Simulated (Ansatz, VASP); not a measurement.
## One calculation of Ta, two programs

File INCAR:

```
SYSTEM = Ta
ALGO = Normal
EDIFF = 1E-6
ENCUT = 500
GGA = PS
GGA_COMPAT = .False.
ISIF = 2
ISMEAR = 0
LASPH = .True.
LCHARG = .True.
LELF = .True.
LREAL = .False.
LVHAR = .True.
LWAVE = .False.
NBANDS = 12
NELM = 120
PREC = Accurate
SIGMA = 0.1
```

The input KPOINTS:

```
k-points
0
Gamma
  6 6 6
  0 0 0
```

File POSCAR:

```
Ta
1.0
    0.0000000000      2.0877944925      2.0877944925
    2.0877944925      0.0000000000      2.0877944925
    2.0877944925      2.0877944925      0.0000000000
Ta
1
Direct
    0.0000000000      0.0000000000      0.0000000000
```

Input for Ansatz:

```yaml
crystal:
  lattice:
    - [0.0, 2.0877944925, 2.0877944925]
    - [2.0877944925, 0.0, 2.0877944925]
    - [2.0877944925, 2.0877944925, 0.0]
  atoms:
    - { symbol: Ta, position: [0.0, 0.0, 0.0] }
basis:
  ecutwfc: 420
kpoints:
  mp_grid: { grid: [6, 6, 6] }
hamiltonian:
  xc: pbesol
  pseudopotentials: { kind: paw, azcp: { folder: soft_1 } }
scf:
  occupations: { method: gaussian, width: 0.1 }
output:
  forces: true
  stress: true
  eigenvalues: true
```

Alike in both runs: task single point; functional PBEsol; k mesh 6 × 6 × 6; occupations gaussian, width 0.1 eV; no spin polarisation.

|  | VASP | Ansatz |
| --- | --- | --- |
| version | VASP 6.6.1 | Ansatz 0.2.0 |
| potentials or method | VASP PAW PBE potentials, release 64 (Ta_pv), cutoff 500 eV | scalar-relativistic, plane waves, PAW |
| valence electrons in the cell | 11 | 13 |

|  | VASP | Ansatz | Ansatz less VASP |
| --- | --- | --- | --- |
| gap on the k mesh at the Fermi level (eV) | none | none | - |
| pressure (GPa) | 0.5 | 0.4 | -0.12 |

VASP's potentials were made for PBE, not for PBEsol, and Ansatz warns of the same on its side. A gap of «none» marks a metal or a gap that the smearing closes. VASP's potentials hold 11 valence electrons a cell and Ansatz's 13, so a difference there can come from the potentials and not from the codes.

The k mesh is coarse, so the values compare programs but aren't converged. Spin-orbit coupling is off throughout.
